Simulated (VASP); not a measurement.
Here is a VASP 6.6.1 calculation.

INCAR

```
PREC = Accurate ; ENCUT = 600
EDIFF = 1E-6 ; ISMEAR = 0
SIGMA = 0.1 ; LREAL = F
LASPH = T ; NELM = 100
ALGO = Normal ; ISIF = 3
LWAVE = F ; LCHARG = F
GGA = PE ; IBRION = 2
NSW = 100 ; EDIFFG = -0.01
```

Contents of KPOINTS:

```
Automatic mesh
0
Gamma
  8 8 8
```

File POSCAR:

```
Si4Ru
1.0
    4.4282670801      0.0000000000      0.0000000000
    0.0000000000      4.4282670801      0.0000000000
    0.0000000000      0.0000000000      4.4282670801
Si Ru
4 1
Direct
    0.2972824348      0.7027175652      0.7027175652
    0.7027175652      0.2972824348      0.7027175652
    0.7027175652      0.7027175652      0.2972824348
    0.2972824348      0.2972824348      0.2972824348
    0.0000000000      0.0000000000      0.0000000000
```

Potentials or basis: VASP PAW PBE potentials, release 64 (Si, Ru_pv).

Run with:

```bash
$ cat potpaw_PBE.64/Si/POTCAR potpaw_PBE.64/Ru_pv/POTCAR > POTCAR
$ mpirun -np 1 vasp_std > vasp.out
```

Problem. Estimate the relaxed volume.

Solution. 17.05 Å³/atom.

Problem. Predict the relaxed cell.

Solution. a = 4.401 Å, b = 4.401 Å, c = 4.401 Å, α = 90.00°, β = 90.00°, γ = 90.00°.

Problem. Estimate the band gap on the k mesh.

Solution. Zero (band 15 reaches 8.47 eV, above the bottom of band 16 at 6.75 eV).

Forces on the atoms (eV/Å):
```
Si  -0.005  0.005  0.005
Si   0.005 -0.005  0.005
Si   0.005  0.005 -0.005
Si  -0.005 -0.005 -0.005
Ru   0.000  0.000  0.000
```
